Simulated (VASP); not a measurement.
# Ta3As4 (Im-3m) in VASP: further runs

Runs on Ta3As4. Level: PBE. Tasks: single point, relaxation of cell and atoms.

Everything below comes from runs of VASP 6.6.1. Logs are shortened: lines on timing, memory, paths and dates and some standing lists are left out, and cuts for length are marked.

## (1) The cell of the first run

It takes space group Im-3m (No. 229, cubic). The conventional cell has a = 6.376 Å, b = 6.376 Å, c = 6.376 Å, α = 90.00°, β = 90.00°, γ = 90.00°. Within 3.6 Å of Ta (site symmetry 4/mmm) lie 8 As at 2.76 Å and 4 Ta at 3.19 Å. Within 3.6 Å of As (site symmetry -3m) lie 6 Ta at 2.76 Å and 6 As at 3.19 Å.

The cell was generated, and may not be a known phase.

## (2) Single point, PBE

INCAR

```
PREC = Accurate ; ENCUT = 520
EDIFF = 1E-6 ; ISMEAR = 0
SIGMA = 0.1 ; LREAL = False
LASPH = True ; NELM = 80
ALGO = Normal ; ISIF = 2
LWAVE = False ; LCHARG = False
GGA = PE ; NBANDS = 36
```

KPOINTS

```
Automatic mesh
0
Gamma
  4 4 4
```

POSCAR

```
Ta3As4
1.0
   -3.1877641027      3.1877641027      3.1877641027
    3.1877641027     -3.1877641027      3.1877641027
    3.1877641027      3.1877641027     -3.1877641027
Ta As
3 4
Direct
    0.0000000000      0.5000000000      0.5000000000
    0.5000000000      0.0000000000      0.5000000000
    0.5000000000      0.5000000000      0.0000000000
    0.5000000000      0.5000000000      0.5000000000
    0.0000000000      0.0000000000      0.5000000000
    0.0000000000      0.5000000000      0.0000000000
    0.5000000000      0.0000000000      0.0000000000
```

Potentials or basis: VASP PAW PBE potentials, release 64 (Ta_pv, As).

Run with:

```
$ cat potpaw_PBE.64/Ta_pv/POTCAR potpaw_PBE.64/As/POTCAR > POTCAR
$ mpirun -np 1 vasp_std > vasp.out
```

OUTCAR:

```text
PREC = Accurate
   ENCUT = 520
   EDIFF = 1E-6
   ISMEAR = 0
   LREAL = False
   LASPH = True
   NELM = 80
   ISIF = 2
   GGA = PE

 ion  position               nearest neighbor table
   1  0.000  0.500  0.500-   4 2.76   5 2.76   6 2.76   7 2.76   6 2.76   5 2.76   4 2.76   7 2.76
                             2 3.19   3 3.19   2 3.19   3 3.19
   2  0.500  0.000  0.500-   4 2.76   5 2.76   6 2.76   7 2.76   7 2.76   4 2.76   5 2.76   6 2.76
                             3 3.19   1 3.19   1 3.19   3 3.19
   3  0.500  0.500  0.000-   4 2.76   5 2.76   6 2.76   7 2.76   4 2.76   7 2.76   6 2.76   5 2.76
                             2 3.19   1 3.19   1 3.19   2 3.19
   4  0.500  0.500  0.500-   1 2.76   2 2.76   3 2.76   3 2.76   2 2.76   1 2.76
   5  0.000  0.000  0.500-   1 2.76   2 2.76   3 2.76   1 2.76   2 2.76   3 2.76
   6  0.000  0.500  0.000-   1 2.76   2 2.76   3 2.76   1 2.76   3 2.76   2 2.76
   7  0.500  0.000  0.000-   1 2.76   2 2.76   3 2.76   2 2.76   3 2.76   1 2.76

  LATTYP: Found a body centered cubic cell.
 ALAT       =     6.3755282054

  Lattice vectors:

 A1 = (  -3.1877641027,   3.1877641027,   3.1877641027)
 A2 = (   3.1877641027,  -3.1877641027,   3.1877641027)
 A3 = (   3.1877641027,   3.1877641027,  -3.1877641027)

Analysis of symmetry for initial positions (statically):
=====================================================================
 Subroutine PRICEL returns:
 Original cell was already a primitive cell.

 Routine SETGRP: Setting up the symmetry group for a
 body centered cubic supercell.

 Subroutine GETGRP returns: Found 48 space group operations
 (whereof 48 operations were pure point group operations)
 out of a pool of 48 trial point group operations.

The static configuration has the point symmetry O_h .

Analysis of symmetry for dynamics (positions and initial velocities):
=====================================================================
 Subroutine PRICEL returns:
 Original cell was already a primitive cell.

 Routine SETGRP: Setting up the symmetry group for a
 body centered cubic supercell.

 Subroutine GETGRP returns: Found 48 space group operations
 (whereof 48 operations were pure point group operations)
 out of a pool of 48 trial point group operations.

The dynamic configuration has the point symmetry O_h .

 Subroutine INISYM returns: Found 48 space group operations
 (whereof 48 operations are pure point group operations),
 and found     1 'primitive' translations

----------------------------------------------------------------------------------------

                                     Primitive cell

  volume of cell :     129.5742

  direct lattice vectors                    reciprocal lattice vectors
    -3.187764103  3.187764103  3.187764103     0.000000000  0.156849749  0.156849749
     3.187764103 -3.187764103  3.187764103     0.156849749  0.000000000  0.156849749
     3.187764103  3.187764103 -3.187764103     0.156849749  0.156849749  0.000000000

  length of vectors
     5.521369388  5.521369388  5.521369388     0.221819043  0.221819043  0.221819043

  position of ions in fractional coordinates (direct lattice)
     0.000000000  0.500000000  0.500000000
     0.500000000  0.000000000  0.500000000
     0.500000000  0.500000000  0.000000000
     0.500000000  0.500000000  0.500000000
     0.000000000  0.000000000  0.500000000
     0.000000000  0.500000000  0.000000000
     0.500000000  0.000000000  0.000000000

  ion indices of the primitive-cell ions
   primitive index   ion index
                 1           1
                 2           2
                 3           3
                 4           4
                 5           5
                 6           6
                 7           7

----------------------------------------------------------------------------------------

 KPOINTS: Automatic mesh

Automatic generation of k-mesh.
 Grid dimensions read from file:
 generate k-points for:    4    4    4

 Generating k-lattice:

[... 47 lines left out ...]

 Free energy of the ion-electron system (eV)
  ---------------------------------------------------
  ext. energy  EPLUGINS =         0.00000000
  ---------------------------------------------------
  free energy    TOTEN  =       -53.64139933 eV

  energy without entropy =      -53.59381660  energy(sigma->0) =      -53.61760796

 E-fermi :   6.2971     XC(G=0): -11.4197

 val. band max:        6.2849770813   @ k =   0.5000   0.5000   0.2500
 cond. band min:       6.3470488533   @ k =   0.2500   0.2500   0.0000
 fundamental gap:      0.0620717720
 Fermi energy:         6.2970830474

 k-point     1 :       0.0000    0.0000    0.0000
  band No.  band energies     occupation
      1     -28.6830      2.00000
      2     -28.6830      2.00000
      3     -28.6830      2.00000
      4     -28.5909      2.00000
      5     -28.5909      2.00000
      6     -28.5909      2.00000
[... 28 lines left out ...]
     35       8.6964      0.00000
     36       8.8738      0.00000

 k-point     2 :       0.2500    0.0000    0.0000
  band No.  band energies     occupation
      1     -28.6836      2.00000
      2     -28.6423      2.00000
      3     -28.6396      2.00000
      4     -28.5932      2.00000
      5     -28.5900      2.00000
      6     -28.5883      2.00000
[... 28 lines left out ...]
     35       8.4275      0.00000
     36       9.2537      0.00000

 k-point     3 :       0.5000    0.0000    0.0000
  band No.  band energies     occupation
      1     -28.6843      2.00000
      2     -28.6001      2.00000
      3     -28.5899      2.00000
      4     -28.5890      2.00000
      5     -28.5367      2.00000
      6     -28.5364      2.00000
[... 28 lines left out ...]
     35       8.9735      0.00000
     36       9.1032      0.00000
[... 118 lines left out ...]
 k-point     7 :       0.5000    0.5000    0.2500
  band No.  band energies     occupation
      1     -28.6901      2.00000
      2     -28.6546      2.00000
      3     -28.6516      2.00000
      4     -28.5836      2.00000
      5     -28.5804      2.00000
      6     -28.5758      2.00000
[... 28 lines left out ...]
     35      10.1865      0.00000
     36      10.6972      0.00000

 k-point     8 :       0.5000    0.5000    0.5000
  band No.  band energies     occupation
      1     -28.6954      2.00000
      2     -28.6954      2.00000
      3     -28.6954      2.00000
      4     -28.5788      2.00000
      5     -28.5788      2.00000
      6     -28.5788      2.00000
[... 28 lines left out ...]
     35      11.1761      0.00000
     36      11.1761      0.00000

------------------------ aborting loop because EDIFF is reached ----------------------------------------

  FORCE on cell =-STRESS in cart. coord.  units (eV):
  Direction    XX          YY          ZZ          XY          YZ          ZX
  --------------------------------------------------------------------------------------
  -------------------------------------------------------------------------------------
  Total        0.2031869      0.2031869      0.2031869     -0.0000000      0.0000000     -0.0000000
  in kB        2.5123938      2.5123938      2.5123938     -0.0000000      0.0000000     -0.0000000
  external PRESSURE =       2.5123938 kB  Pullay stress =       0.0000000 kB

 VOLUME and BASIS-vectors are now :
 -----------------------------------------------------------------------------
  energy-cutoff  :      520.00
  volume of cell :      129.57
      direct lattice vectors                 reciprocal lattice vectors
    -3.187764103  3.187764103  3.187764103     0.000000000  0.156849749  0.156849749
     3.187764103 -3.187764103  3.187764103     0.156849749  0.000000000  0.156849749
     3.187764103  3.187764103 -3.187764103     0.156849749  0.156849749  0.000000000

 POSITION                                       TOTAL-FORCE (eV/Angst)
 -----------------------------------------------------------------------------------
      3.18776      0.00000      0.00000        -0.000000      0.000000     -0.000000
      0.00000      3.18776      0.00000        -0.000000      0.000000      0.000000
      0.00000      0.00000      3.18776         0.000000     -0.000000      0.000000
      1.59388      1.59388      1.59388        -0.000000     -0.000000     -0.000000
      1.59388      1.59388     -1.59388         0.000000     -0.000000     -0.000000
      1.59388     -1.59388      1.59388        -0.000000      0.000000     -0.000000
     -1.59388      1.59388      1.59388        -0.000000     -0.000000      0.000000
 -----------------------------------------------------------------------------------
    total drift:                               -0.000000      0.000000     -0.000000

  FREE ENERGIE OF THE ION-ELECTRON SYSTEM (eV)
  ---------------------------------------------------
  free  energy   TOTEN  =       -53.6413993292 eV

  energy  without entropy=      -53.5938165956  energy(sigma->0) =      -53.61760796
```

It took 100 s on 1 thread of Intel Xeon 8259CL, shared host; peak memory 0.26 GiB.

What came out:

```yaml
Free_energy: -53.6414 eV
Pressure: 0.3 GPa
Band_gap_on_the_k_mesh: zero (an odd number of electrons rules out a gap without spin polarisation)
```

Caveat: spin-orbit coupling is left out, which moves the levels of the heavy elements.

## (3) Single point, PBE

This run uses another cell than the first one, of 20.34 Å³/atom.

INCAR: that of step 2 with these lines changed.

```diff
@@ -3,3 +3,3 @@
 SIGMA = 0.1 ; LREAL = False
-LASPH = True ; NELM = 80
+LASPH = True ; NELM = 60
 ALGO = Normal ; ISIF = 2
```

KPOINTS is that of step 2.

POSCAR: that of step 2 with these lines changed.

```diff
@@ -2,5 +2,5 @@
 1.0
-   -3.1877641027      3.1877641027      3.1877641027
-    3.1877641027     -3.1877641027      3.1877641027
-    3.1877641027      3.1877641027     -3.1877641027
+   -3.2897318600      3.2897318600      3.2897318600
+    3.2897318600     -3.2897318600      3.2897318600
+    3.2897318600      3.2897318600     -3.2897318600
 Ta As
```

Potentials or basis: VASP PAW PBE potentials, release 64 (Ta_pv, As).

Run with:

```
$ cat potpaw_PBE.64/Ta_pv/POTCAR potpaw_PBE.64/As/POTCAR > POTCAR
$ mpirun -np 1 vasp_std > vasp.out
```

Run time: 1.8 min. Hardware: 1 thread of Intel Xeon 8259CL, shared host; peak memory 0.26 GiB.

Results (log left out):

| Item | Value |
| --- | --- |
| Free energy | -53.1904 eV |
| Pressure | -10.6 GPa |
| Band gap on the k mesh | zero (an odd number of electrons rules out a gap without spin polarisation) |

Levels at points of the mesh, in eV from the Fermi level:
| k point | band 23 | band 24 | band 25 | band 26 | band 27 | band 28 | band 29 | band 30 |
| --- | --- | --- | --- | --- | --- | --- | --- | --- |
| (0.00, 0.00, 0.00) | -0.25 | -0.25 | 0.31 | 0.31 | 0.31 | 0.65 | 0.65 | 0.65 |
| (0.50, 0.00, 0.00) | -1.13 | -1.03 | -0.59 | -0.14 | 0.00 | 0.78 | 0.82 | 1.10 |
| (0.50, 0.50, 0.50) | -1.71 | -0.15 | -0.15 | -0.15 | 0.13 | 0.13 | 3.54 | 3.54 |

Caveat: the cell stands under tension; spin-orbit coupling is left out, which moves the levels of the heavy elements.

## (4) Single point, PBE

This run uses another cell than the first one, of 18.45 Å³/atom.

INCAR

```
  ALGO = Normal
  EDIFF = 1E-6
  ENCUT = 520
  GGA = PE
  ISIF = 2
  ISMEAR = 0
  LASPH = T
  LCHARG = F
  LREAL = F
  LWAVE = F
  NBANDS = 36
  NELM = 100
  PREC = Accurate
  SIGMA = 0.1
```

KPOINTS

```
k-points
0
Gamma
  8 8 8
```

POSCAR: that of step 3 with these lines changed.

```diff
@@ -2,5 +2,5 @@
 1.0
-   -3.2897318600      3.2897318600      3.2897318600
-    3.2897318600     -3.2897318600      3.2897318600
-    3.2897318600      3.2897318600     -3.2897318600
+   -3.1845492381      3.1845492381      3.1845492381
+    3.1845492381     -3.1845492381      3.1845492381
+    3.1845492381      3.1845492381     -3.1845492381
 Ta As
```

Run with:

```
$ cat potpaw_PBE.64/Ta_pv/POTCAR potpaw_PBE.64/As/POTCAR > POTCAR
$ mpirun -np 1 vasp_std > vasp.out
```

Wall time 4.6 min (1 thread of Intel Xeon 8259CL, shared host); peak memory 0.32 GiB.

The run converged. Its results:

```
Free energy            : -53.7451 eV
Pressure               : 0.3 GPa
Band gap on the k mesh : zero (an odd number of electrons rules out a gap without spin polarisation)
```

Levels at points of the mesh, in eV from the Fermi level:
```
           k point  band 24  band 25  band 26  band 27  band 28  band 29  band 30  band 31
(0.00, 0.00, 0.00)    -0.33     0.27     0.27     0.27     0.70     0.70     0.70     1.26
(0.50, 0.00, 0.00)    -1.21    -0.68    -0.20    -0.11     0.85     0.92     1.17     1.24
(0.50, 0.50, 0.50)    -0.22    -0.22    -0.22     0.07     0.07     3.73     3.73     3.73
```

Caveat: spin-orbit coupling is left out, which moves the levels of the heavy elements.

## (5) Relaxation of cell and atoms, PBE

This run uses another cell than the first one, of 20.34 Å³/atom.

INCAR

```
PREC = Accurate ; ENCUT = 600
EDIFF = 1E-6 ; ISMEAR = 0
SIGMA = 0.1 ; LREAL = False
LASPH = True ; NELM = 100
ALGO = Normal ; ISIF = 3
LWAVE = False ; LCHARG = False
GGA = PE ; IBRION = 2
NSW = 90 ; EDIFFG = -0.04
```

KPOINTS

```
Automatic mesh
0
Gamma
  4 4 4
```

POSCAR: that of step 4 with these lines changed.

```diff
@@ -2,5 +2,5 @@
 1.0
-   -3.1845492381      3.1845492381      3.1845492381
-    3.1845492381     -3.1845492381      3.1845492381
-    3.1845492381      3.1845492381     -3.1845492381
+   -3.2897318600      3.2897318600      3.2897318600
+    3.2897318600     -3.2897318600      3.2897318600
+    3.2897318600      3.2897318600     -3.2897318600
 Ta As
```

Run with:

```
$ cat potpaw_PBE.64/Ta_pv/POTCAR potpaw_PBE.64/As/POTCAR > POTCAR
$ mpirun -np 1 vasp_std > vasp.out
```

Wall time 4.8 min (1 thread of Intel Xeon 8259CL, shared host); peak memory 0.35 GiB.

The run converged. Its results:

| Property | Result |
| --- | --- |
| Free energy | -53.6438 eV |
| Relaxed volume | 18.59 Å³/atom |
| Relaxed cell | a = 5.529 Å, b = 5.529 Å, c = 5.529 Å, α = 109.47°, β = 109.47°, γ = 109.47° |
| Space group after relaxing (to 0.1 Å) | Im-3m (No. 229) |
| Energy gained by relaxing | 64.6 meV/atom |
| Ionic steps | 3 |
| Pressure after relaxing | -0.3 GPa |
| Band gap on the k mesh | zero (an odd number of electrons rules out a gap without spin polarisation) |

The path:
```
step  energy change (eV)  largest force (eV/Å)  pressure (GPa)  volume (Å³)
   1              0.0000                0.0000          -10.57       142.41
   2              0.2735                0.0000           19.25       116.50
   3             -0.4523                0.0000           -0.30       130.10
```

Final structure:
```
Ta As
1.0
    -3.19205    3.19205    3.19205
     3.19205   -3.19205    3.19205
     3.19205    3.19205   -3.19205
Ta As
3 4
Direct
  0.00000 0.50000 0.50000
  0.50000 0.00000 0.50000
  0.50000 0.50000 0.00000
  0.50000 0.50000 0.50000
  0.00000 0.00000 0.50000
  0.00000 0.50000 0.00000
  0.50000 0.00000 0.00000
```

Levels at points of the mesh, in eV from the Fermi level:
| k point | band 24 | band 25 | band 26 | band 27 | band 28 | band 29 | band 30 | band 31 |
| --- | --- | --- | --- | --- | --- | --- | --- | --- |
| (0.00, 0.00, 0.00) | -0.26 | 0.33 | 0.33 | 0.33 | 0.77 | 0.77 | 0.77 | 1.32 |
| (0.50, 0.00, 0.00) | -1.13 | -0.60 | -0.14 | -0.04 | 0.92 | 0.97 | 1.23 | 1.29 |
| (0.50, 0.50, 0.50) | -0.15 | -0.15 | -0.15 | 0.13 | 0.13 | 3.78 | 3.78 | 3.78 |

Caveat: spin-orbit coupling is left out, which moves the levels of the heavy elements.

## (6) Relaxation of cell and atoms, PBE

INCAR

```
ALGO = Normal
EDIFF = 1E-6
EDIFFG = -0.01
ENCUT = 600
GGA = PE
IBRION = 2
ISIF = 3
ISMEAR = 0
LASPH = T
LCHARG = F
LREAL = F
LWAVE = F
NELM = 80
NSW = 100
PREC = Accurate
SIGMA = 0.1
```

KPOINTS

```
k-points
0
Gamma
  8 8 8
```

POSCAR: that of step 5 with these lines changed.

```diff
@@ -2,5 +2,5 @@
 1.0
-   -3.2897318600      3.2897318600      3.2897318600
-    3.2897318600     -3.2897318600      3.2897318600
-    3.2897318600      3.2897318600     -3.2897318600
+   -3.1877641027      3.1877641027      3.1877641027
+    3.1877641027     -3.1877641027      3.1877641027
+    3.1877641027      3.1877641027     -3.1877641027
 Ta As
```

Potentials or basis: VASP PAW PBE potentials, release 64 (Ta_pv, As).

Run with:

```
$ cat potpaw_PBE.64/Ta_pv/POTCAR potpaw_PBE.64/As/POTCAR > POTCAR
$ mpirun -np 1 vasp_std > vasp.out
```

Run time: 8.9 min. Hardware: 1 thread of Intel Xeon 8259CL, shared host; peak memory 0.41 GiB.

Results (log left out):

```yaml
Free_energy: -53.7468 eV
Relaxed_volume: 18.49 Å³/atom
Relaxed_cell: a = 5.520 Å, b = 5.520 Å, c = 5.520 Å, α = 109.47°, β = 109.47°, γ = 109.47°
Space_group_after_relaxing_to_0.1_Å: Im-3m (No. 229)
Energy_gained_by_relaxing: 0.0 meV/atom
Ionic_steps: 3
Pressure_after_relaxing: 0.0 GPa
Band_gap_on_the_k_mesh: zero (an odd number of electrons rules out a gap without spin polarisation)
```

Final structure:
```yaml
crystal:
  lattice:
    - [-3.18684, 3.18684, 3.18684]
    - [3.18684, -3.18684, 3.18684]
    - [3.18684, 3.18684, -3.18684]
  atoms:
    - { symbol: Ta, position: [0.00000, 0.50000, 0.50000] }
    - { symbol: Ta, position: [0.50000, 0.00000, 0.50000] }
    - { symbol: Ta, position: [0.50000, 0.50000, 0.00000] }
    - { symbol: As, position: [0.50000, 0.50000, 0.50000] }
    - { symbol: As, position: [0.00000, 0.00000, 0.50000] }
    - { symbol: As, position: [0.00000, 0.50000, 0.00000] }
    - { symbol: As, position: [0.50000, 0.00000, 0.00000] }
```

Levels at points of the mesh, in eV from the Fermi level:
| k point | band 25 | band 26 | band 27 | band 28 | band 29 | band 30 |
| --- | --- | --- | --- | --- | --- | --- |
| (0.00, 0.00, 0.00) | 0.27 | 0.27 | 0.27 | 0.69 | 0.69 | 0.69 |
| (0.50, 0.00, 0.00) | -0.68 | -0.20 | -0.11 | 0.85 | 0.91 | 1.17 |
| (0.50, 0.50, 0.50) | -0.22 | -0.22 | 0.07 | 0.07 | 3.73 | 3.73 |

Caveat: spin-orbit coupling is left out, which moves the levels of the heavy elements.

## (7) The runs side by side

| task | cell | k mesh | cutoff (eV) | gap on the mesh (eV) | pressure (GPa) | relaxed volume (Å³/atom) |
| --- | --- | --- | --- | --- | --- | --- |
| single point | a = 5.521 Å, angles 109.5°, 7 atoms | 4 × 4 × 4 | 520 | none | 0.3 | - |
| single point | a = 5.698 Å, angles 109.5°, 7 atoms | 4 × 4 × 4 | 520 | none | -10.6 | - |
| single point | a = 5.516 Å, angles 109.5°, 7 atoms | 8 × 8 × 8 | 520 | none | 0.3 | - |
| relaxation of cell and atoms | relaxed from a = 5.698 Å, angles 109.5°, 7 atoms | 4 × 4 × 4 | 600 | none | -0.3 | 18.59 |
| relaxation of cell and atoms | relaxed from a = 5.521 Å, angles 109.5°, 7 atoms | 8 × 8 × 8 | 600 | none | 0.0 | 18.49 |

Alike in all rows: level PBE; potentials or basis VASP PAW PBE potentials, release 64 (Ta_pv, As); no spin polarisation; smearing gaussian 0.1 eV.

Caveats: spin-orbit coupling is left out, which moves the levels of the heavy elements; the cell stands under tension (at least some runs).

Absolute energies hang on the potentials; compare differences alone.

The gap in the log of VASP goes by the Fermi energy; the results here count the filled bands.